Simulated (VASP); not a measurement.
# BaS (Fm-3m) in VASP: notebook

Aim: see how the results for BaS move with the level of theory and the settings. Levels: PBE, r2SCAN. Tasks: single point.

All numbers are computed with VASP 6.6.1; they aren't measurements. Logs are shortened: lines on timing, memory, paths and dates and some standing lists are left out, and cuts for length are marked.

## Step 1: The cell of the first run

It takes space group Fm-3m (No. 225, cubic). The conventional cell has a = 6.424 Å, b = 6.424 Å, c = 6.424 Å, α = 90.00°, β = 90.00°, γ = 90.00°. Ba (site symmetry m-3m) has 6 S at 3.21 Å within 4.2 Å. S (site symmetry m-3m) has 6 Ba at 3.21 Å within 4.2 Å.

## Step 2: Single point, PBE

File INCAR:

```
SYSTEM = BaS
PREC = Accurate
ENCUT = 520
EDIFF = 1E-6
ISMEAR = 0
SIGMA = 0.01
LREAL = .False.
LASPH = .True.
NELM = 80
ALGO = Normal
ISIF = 2
LWAVE = .False.
LCHARG = .True.
GGA = PE
LELF = .True.
LVHAR = .True.
NBANDS = 15
```

File KPOINTS:

```
Automatic mesh
0
Gamma
  8 8 8
  0 0 0
```

File POSCAR:

```
BaS
1.0
    0.0000000000      3.2117958731      3.2117958731
    3.2117958731      0.0000000000      3.2117958731
    3.2117958731      3.2117958731      0.0000000000
Ba S
1 1
Direct
    0.0000000000      0.0000000000      0.0000000000
    0.5000000000      0.5000000000      0.5000000000
```

Potentials or basis: VASP PAW PBE potentials, release 64 (Ba_sv, S).

The run is started by

```
> cat potpaw_PBE.64/Ba_sv/POTCAR potpaw_PBE.64/S/POTCAR > POTCAR
> mpirun -np 1 vasp_std > vasp.out
```

OUTCAR:

```text
SYSTEM = BaS
   PREC = Accurate
   ENCUT = 520
   EDIFF = 1E-6
   ISMEAR = 0
   LREAL = .False.
   LASPH = .True.
   NELM = 80
   ISIF = 2
   GGA = PE

 ion  position               nearest neighbor table
   1  0.000  0.000  0.000-   2 3.21   2 3.21   2 3.21   2 3.21   2 3.21   2 3.21
   2  0.500  0.500  0.500-   1 3.21   1 3.21   1 3.21   1 3.21   1 3.21   1 3.21

  LATTYP: Found a face centered cubic cell.
 ALAT       =     6.4235917462

  Lattice vectors:

 A1 = (   0.0000000000,   3.2117958731,   3.2117958731)
 A2 = (   3.2117958731,   0.0000000000,   3.2117958731)
 A3 = (   3.2117958731,   3.2117958731,   0.0000000000)

Analysis of symmetry for initial positions (statically):
=====================================================================
 Subroutine PRICEL returns:
 Original cell was already a primitive cell.

 Routine SETGRP: Setting up the symmetry group for a
 face centered cubic supercell.

 Subroutine GETGRP returns: Found 48 space group operations
 (whereof 48 operations were pure point group operations)
 out of a pool of 48 trial point group operations.

The static configuration has the point symmetry O_h .

Analysis of symmetry for dynamics (positions and initial velocities):
=====================================================================
 Subroutine PRICEL returns:
 Original cell was already a primitive cell.

 Routine SETGRP: Setting up the symmetry group for a
 face centered cubic supercell.

 Subroutine GETGRP returns: Found 48 space group operations
 (whereof 48 operations were pure point group operations)
 out of a pool of 48 trial point group operations.

The dynamic configuration has the point symmetry O_h .

 Subroutine INISYM returns: Found 48 space group operations
 (whereof 48 operations are pure point group operations),
 and found     1 'primitive' translations

----------------------------------------------------------------------------------------

                                     Primitive cell

  volume of cell :      66.2634

  direct lattice vectors                    reciprocal lattice vectors
     0.000000000  3.211795873  3.211795873    -0.155676145  0.155676145  0.155676145
     3.211795873  0.000000000  3.211795873     0.155676145 -0.155676145  0.155676145
     3.211795873  3.211795873  0.000000000     0.155676145  0.155676145 -0.155676145

  length of vectors
     4.542165283  4.542165283  4.542165283     0.269638993  0.269638993  0.269638993

  position of ions in fractional coordinates (direct lattice)
     0.000000000  0.000000000  0.000000000
     0.500000000  0.500000000  0.500000000

  ion indices of the primitive-cell ions
   primitive index   ion index
                 1           1
                 2           2

----------------------------------------------------------------------------------------

 KPOINTS: Automatic mesh

Automatic generation of k-mesh.
 Grid dimensions read from file:
 generate k-points for:    8    8    8

 Generating k-lattice:

  Cartesian coordinates                     Fractional coordinates (reciprocal lattice)
    -0.019459518  0.019459518  0.019459518     0.125000000  0.000000000  0.000000000
     0.019459518 -0.019459518  0.019459518     0.000000000  0.125000000  0.000000000
     0.019459518  0.019459518 -0.019459518     0.000000000  0.000000000  0.125000000

  Length of vectors
     0.033704874  0.033704874  0.033704874

  Shift w.r.t. Gamma in fractional coordinates (k-lattice)
     0.000000000  0.000000000  0.000000000

 Subroutine IBZKPT returns following result:
 ===========================================

 Found     29 irreducible k-points:

 Following reciprocal coordinates:
            Coordinates               Weight
  0.000000  0.000000  0.000000      1.000000
  0.125000  0.000000  0.000000      8.000000
  0.250000  0.000000  0.000000      8.000000
  0.375000  0.000000  0.000000      8.000000
  0.500000  0.000000  0.000000      4.000000
  0.125000  0.125000  0.000000      6.000000
[... 16 lines left out ...]
  0.500000  0.250000  0.125000     48.000000
 -0.375000  0.250000  0.125000     24.000000
 [... further k-points ...]
   k-points           NKPTS =     29   k-points in BZ     NKDIM =     29   number of bands    NBANDS=     15
   number of dos      NEDOS =    301   number of ions     NIONS =      2
   total plane-waves  NPLWV =  46656
   dimension x,y,z NGX =    36 NGY =   36 NGZ =   36
   dimension x,y,z NGXF=    72 NGYF=   72 NGZF=   72
   ions per type =               1   1
   NGX,Y,Z   is equivalent  to a cutoff of  13.18, 13.18, 13.18 a.u.
   NGXF,Y,Z  is equivalent  to a cutoff of  26.35, 26.35, 26.35 a.u.
 SYSTEM =  BaS
   PREC   = accura    normal or accurate (medium, high low for compatibility)
   ISTART =      0    job   : 0-new  1-cont  2-samecut
   ICHARG =      2    charge: 1-file 2-atom 10-const
   ISPIN  =      1    spin polarized calculation?
   LNONCOLLINEAR =      F non collinear calculations
   LSORBIT =      F    spin-orbit coupling
   LASPH  =      T    aspherical Exc in radial PAW
   ENCUT  =  520.0 eV  38.22 Ry    6.18 a.u.   8.45  8.45  8.45*2*pi/ulx,y,z
   NELM   =     80;   NELMIN=  2; NELMDL= -5     # of ELM steps
   EDIFF  = 0.1E-05   stopping-criterion for ELM
   LREAL  =      F    real-space projection
   EDIFFG = 0.1E-04   stopping-criterion for IOM
   NSW    =      0    number of steps for IOM
   IBRION =     -1    ionic relax: 0-MD 1-quasi-New 2-CG
   NFREE  =      0    steps in history (QN), initial steepest desc. (CG)
   ISIF   =      2    stress and relaxation
   ISYM   =      2    0-nonsym 1-usesym 2-fastsym
   POTIM  = 0.5000    time-step for ionic-motion
   TEBEG  =    0.0;   TEEND  =   0.0 temperature during run
   PSTRESS=    0.0 pullay stress
   NELECT =      16.0000    total number of electrons
   NUPDOWN=      -1.0000    fix difference up-down
   EMIN   =  10.00;   EMAX   =-10.00  energy-range for DOS
   EFERMI =   0.00;   METHOD = LEGACY
   ISMEAR =     0;   SIGMA  =   0.01  broadening in eV -4-tet -1-fermi 0-gaus
   EFERMI_NEDOS =   21; number of points for ismear=-14 and -15
   IALGO  =     38    algorithm
   IMIX   =      4    mixing-type and parameters
     AMIX     =   0.40;   BMIX     =  1.00
     AMIX_MAG =   1.60;   BMIX_MAG =  1.00
  volume/ion in A,a.u.               =      33.13       223.58
  Fermi-wavevector in a.u.,A,eV,Ry     =   1.019429  1.926441 14.139651  1.039235
  Thomas-Fermi vector in A             =   2.152942
   LORBIT       =      0    0 simple, 1 ext, 2 COOP (PROOUT), +10 PAW based schemes
   GGA     = PE    functional components
   LHFCALC =     F    Hartree Fock is set to
   AEXX    =    0.0000 exact exchange contribution
   IVDW    =     0    specifies the selected vdW correction
   LEPSILON=     F    determine dielectric tensor
   LRPA    =     F    only Hartree local field effects (RPA)
 non-spin polarized calculation
 Gauss-broadening in eV      SIGMA  =   0.01
  energy-cutoff  :      520.00
  volume of cell :       66.26
 maximum number of plane-waves:      1812
 NGX is ok and might be reduce to    36
   NGX = 17   NGY = 17   NGZ = 17

 number of electron      16.0000002 magnetization

 Free energy of the ion-electron system (eV)
  ---------------------------------------------------
  ext. energy  EPLUGINS =         0.00000000
  ---------------------------------------------------
  free energy    TOTEN  =       -10.19206871 eV

  energy without entropy =      -10.19206871  energy(sigma->0) =      -10.19206871

 E-fermi :   1.4372     XC(G=0):  -8.5558

 val. band max:        1.3668748210   @ k =   0.0000   0.0000   0.0000
 cond. band min:       3.5018950351   @ k =   0.5000   0.5000   0.0000
 fundamental gap:      2.1350202141
 Fermi energy:         1.4371701451

 k-point     1 :       0.0000    0.0000    0.0000
  band No.  band energies     occupation
      1     -24.7616      2.00000
      2      -9.8190      2.00000
      3      -9.8190      2.00000
      4      -9.8190      2.00000
      5      -8.9677      2.00000
      6       1.3669      2.00000
      7       1.3669      2.00000
      8       1.3669      2.00000
      9       4.8844      0.00000
     10       5.2328      0.00000
     11       5.2328      0.00000
     12       5.2328      0.00000
     13       6.1409      0.00000
     14       6.1409      0.00000
     15      10.0722      0.00000

 k-point     2 :       0.1250    0.0000    0.0000
  band No.  band energies     occupation
      1     -24.7556      2.00000
      2     -10.0908      2.00000
      3      -9.8244      2.00000
      4      -9.8244      2.00000
      5      -8.6824      2.00000
      6       0.9648      2.00000
      7       1.1639      2.00000
      8       1.1639      2.00000
      9       5.2140      0.00000
     10       5.4616      0.00000
     11       5.4616      0.00000
     12       5.4981      0.00000
     13       6.5830      0.00000
     14       6.5830      0.00000
     15      10.6831      0.00000

 k-point     3 :       0.2500    0.0000    0.0000
  band No.  band energies     occupation
      1     -24.7411      2.00000
      2     -10.4936      2.00000
      3      -9.8375      2.00000
      4      -9.8375      2.00000
      5      -8.2452      2.00000
      6       0.2393      2.00000
      7       0.7603      2.00000
      8       0.7603      2.00000
      9       5.4539      0.00000
     10       6.1008      0.00000
     11       6.1008      0.00000
     12       6.6542      0.00000
     13       7.6928      0.00000
     14       7.6928      0.00000
     15      11.8688      0.00000
[... 343 lines left out ...]
 k-point    23 :       0.5000    0.2500    0.1250
  band No.  band energies     occupation
      1     -24.7191      2.00000
      2     -10.6351      2.00000
      3      -9.9919      2.00000
      4      -9.8950      2.00000
      5      -8.1280      2.00000
      6      -0.0642      2.00000
      7       0.4739      2.00000
      8       0.8323      2.00000
      9       5.2335      0.00000
     10       6.9042      0.00000
     11       7.4606      0.00000
     12       7.6143      0.00000
     13       8.7652      0.00000
     14       9.9921      0.00000
     15      10.6271      0.00000

 k-point    24 :      -0.3750    0.2500    0.1250
  band No.  band energies     occupation
      1     -24.7143      2.00000
      2     -10.6827      2.00000
      3     -10.0011      2.00000
      4      -9.9173      2.00000
      5      -8.0877      2.00000
      6      -0.0900      2.00000
      7       0.5220      2.00000
      8       0.5928      2.00000
      9       6.0309      0.00000
     10       6.2042      0.00000
     11       7.9521      0.00000
     12       8.1606      0.00000
     13       9.1161      0.00000
     14      10.0359      0.00000
     15      10.6639      0.00000

 [... further k-points ...]
[... 5 lines left out ...]
  --------------------------------------------------------------------------------------
  -------------------------------------------------------------------------------------
  Total        0.2685377      0.2685377      0.2685377     -0.0000000      0.0000000      0.0000000
  in kB        6.4929500      6.4929500      6.4929500     -0.0000000      0.0000000      0.0000000
  external PRESSURE =       6.4929500 kB  Pullay stress =       0.0000000 kB

 VOLUME and BASIS-vectors are now :
 -----------------------------------------------------------------------------
  energy-cutoff  :      520.00
  volume of cell :       66.26
      direct lattice vectors                 reciprocal lattice vectors
     0.000000000  3.211795873  3.211795873    -0.155676145  0.155676145  0.155676145
     3.211795873  0.000000000  3.211795873     0.155676145 -0.155676145  0.155676145
     3.211795873  3.211795873  0.000000000     0.155676145  0.155676145 -0.155676145

 POSITION                                       TOTAL-FORCE (eV/Angst)
 -----------------------------------------------------------------------------------
      0.00000      0.00000      0.00000         0.000000      0.000000      0.000000
      3.21180      3.21180      3.21180        -0.000000     -0.000000      0.000000
 -----------------------------------------------------------------------------------
    total drift:                                0.000000      0.000000      0.000000

  FREE ENERGIE OF THE ION-ELECTRON SYSTEM (eV)
  ---------------------------------------------------
  free  energy   TOTEN  =       -10.1920687072 eV

  energy  without entropy=      -10.1920687072  energy(sigma->0) =      -10.19206871
```

It took 73 s on 1 thread of AMD EPYC 7R13, shared host; peak memory 0.18 GiB.

Results:

- Free energy: -10.1921 eV
- Pressure: 0.6 GPa
- Band gap on the k mesh: 2.13 eV, indirect (least direct gap 2.28 eV)

Levels at points of the mesh, in eV from the valence-band top:
```tsv
k point	band 4	band 5	band 6	band 7	band 8	band 9	band 10	band 11	band 12	band 13
(0.00, 0.00, 0.00)	-11.19	-10.33	0.00	0.00	0.00	3.52	3.87	3.87	3.87	4.77
(0.50, 0.00, 0.00)	-11.22	-9.17	-1.90	-1.05	-1.05	5.48	5.64	6.24	6.24	8.80
(0.50, 0.50, 0.00)	-11.37	-10.24	-0.54	-0.15	-0.15	2.13	5.89	5.92	7.40	7.40
```

Caveat: spin-orbit coupling is left out, which moves the levels of the heavy elements.

## Step 3: Single point, r2SCAN

POSCAR is that of step 2.

File INCAR.step1:

```
  PREC = Accurate
  ENCUT = 520
  ISMEAR = 0
  SIGMA = 0.01
  LREAL = False
  LASPH = True
  NELM = 100
  NBANDS = 15
  GGA = PE
  ALGO = Normal
  EDIFF = 1E-4
  LWAVE = True
  LCHARG = False
```

File INCAR.step2:

```
  PREC = Accurate
  ENCUT = 520
  EDIFF = 1E-6
  ISMEAR = 0
  SIGMA = 0.01
  LREAL = False
  LASPH = True
  NELM = 100
  ALGO = Normal
  ISIF = 2
  LWAVE = False
  LCHARG = True
  METAGGA = R2SCAN
  LMIXTAU = True
  LELF = True
  LVHAR = True
  NBANDS = 15
  ISTART = 1
```

File KPOINTS:

```
regular mesh
0
Gamma
  8 8 8
```

Potentials or basis: VASP PAW PBE potentials, release 64 (Ba_sv, S).

The run is started by

```
> cat potpaw_PBE.64/Ba_sv/POTCAR potpaw_PBE.64/S/POTCAR > POTCAR
> cp INCAR.step1 INCAR
> mpirun -np 1 vasp_std > vasp.out
> cp INCAR.step2 INCAR
> mpirun -np 1 vasp_std > vasp.out
```

It took 4.9 min on 1 thread of AMD EPYC 7R13, shared host; peak memory 0.2 GiB.

It converged, with:

| Property | Result |
| --- | --- |
| Free energy | -39.2054 eV |
| Pressure | 0.6 GPa |
| Band gap on the k mesh | 2.49 eV, indirect (least direct gap 2.63 eV) |

Levels at points of the mesh, in eV from the valence-band top:
```
           k point  band 4  band 5  band 6  band 7  band 8  band 9  band 10  band 11  band 12  band 13
(0.00, 0.00, 0.00)  -11.50  -10.77    0.00    0.00    0.00    4.13     4.30     4.30     4.30     5.33
(0.50, 0.00, 0.00)  -11.54   -9.51   -1.88   -1.05   -1.05    5.98     6.08     6.79     6.79     9.50
(0.50, 0.50, 0.00)  -11.68  -10.68   -0.54   -0.14   -0.14    2.49     6.48     6.62     7.95     7.95
```

Caveat: the PAW data sets were made with another functional, which shifts forces and pressure a little; spin-orbit coupling is left out, which moves the levels of the heavy elements. A k mesh can miss the band edges.
